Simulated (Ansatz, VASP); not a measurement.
## Two plane-wave programs on CdS

File POSCAR:

```
CdS
1.0
    0.0000000000      2.9165000000      2.9165000000
    2.9165000000      0.0000000000      2.9165000000
    2.9165000000      2.9165000000      0.0000000000
Cd S
1 1
Direct
    0.0000000000      0.0000000000      0.0000000000
    0.7500000000      0.7500000000      0.7500000000
```

INCAR.step1

```
SYSTEM = CdS
  PREC = Accurate
  ENCUT = 520
  EDIFF = 1E-5
  ISMEAR = -1
  SIGMA = 0.05
  LREAL = .FALSE.
  LASPH = .TRUE.
  NELM = 80
  ALGO = Normal
  ISIF = 2
  LWAVE = .TRUE.
  GGA = PE
  NBANDS = 16
```

The input INCAR.step2:

```
SYSTEM = CdS
  PREC = Accurate
  ENCUT = 520
  EDIFF = 1E-6
  ISMEAR = -1
  SIGMA = 0.05
  LREAL = .FALSE.
  LASPH = .TRUE.
  NELM = 80
  ALGO = Normal
  ISIF = 2
  LWAVE = .FALSE.
  LCHARG = .TRUE.
  METAGGA = R2SCAN
  LHFCALC = .TRUE.
  AEXX = 0.5
  LMIXTAU = .TRUE.
  PRECFOCK = Normal
  LELF = .TRUE.
  LVHAR = .TRUE.
  ISTART = 1
  NBANDS = 16
```

File KPOINTS:

```
regular mesh
0
G
  4 4 4
  0 0 0
```

input.yaml

```yaml
crystal:
  lattice:
    - [0.0, 2.9165, 2.9165]
    - [2.9165, 0.0, 2.9165]
    - [2.9165, 2.9165, 0.0]
  atoms:
    - { symbol: Cd, position: [0.0, 0.0, 0.0] }
    - { symbol: S, position: [0.75, 0.75, 0.75] }
hamiltonian:
  xc: r2scan50
  pseudopotentials: { kind: paw }
kpoints:
  mp_grid: { grid: [4, 4, 4] }
  band_path:
    path:
      - [[0.0, 0.0, 0.0], [0.5, 0.0, 0.5], [0.5, 0.25, 0.75], [0.375, 0.375, 0.75], [0.0, 0.0, 0.0], [0.5, 0.5, 0.5], [0.625, 0.25, 0.625], [0.5, 0.25, 0.75], [0.5, 0.5, 0.5], [0.375, 0.375, 0.75]]
      - [[0.625, 0.25, 0.625], [0.5, 0.0, 0.5]]
    npoints: 4
scf:
  occupations: { method: fermi_dirac, width: 0.05 }
  n_extra_bands: 6
output:
  forces: true
  stress: true
  eigenvalues: true
  fatbands: false
```

Alike in both runs: functional r2SCAN50; k mesh 4 × 4 × 4; occupations fermi-dirac, width 0.05 eV; no spin polarisation.

|  | VASP | Ansatz |
| --- | --- | --- |
| version | VASP 6.6.1 | Ansatz 0.2.0 |
| potentials or method | VASP PAW PBE potentials, release 64 (Cd, S) | Ansatz PAW |
| plane-wave cutoff (eV) | 520 | 500 |
| valence electrons in the cell | 18 | 26 |
| task | single point | band structure |

Ansatz gave:

```
gap on the k mesh at the Fermi level (eV) : 4.70
least direct gap on the mesh (eV)         : 4.70
pressure (GPa)                            : 0.5
```

**Question.** Estimate VASP's values.

**Answer.** gap on the k mesh at the Fermi level (eV): 4.77; least direct gap on the mesh (eV): 4.77; pressure (GPa): 0.6.

VASP's potentials were made for PBE, not for r2SCAN50. The functional is the same, so the differences come from potentials, cutoffs and numerics. VASP's potentials hold 18 valence electrons a cell and Ansatz's 26, so a difference there can come from the potentials and not from the codes.

The k mesh is coarse, so the values compare programs but aren't converged.
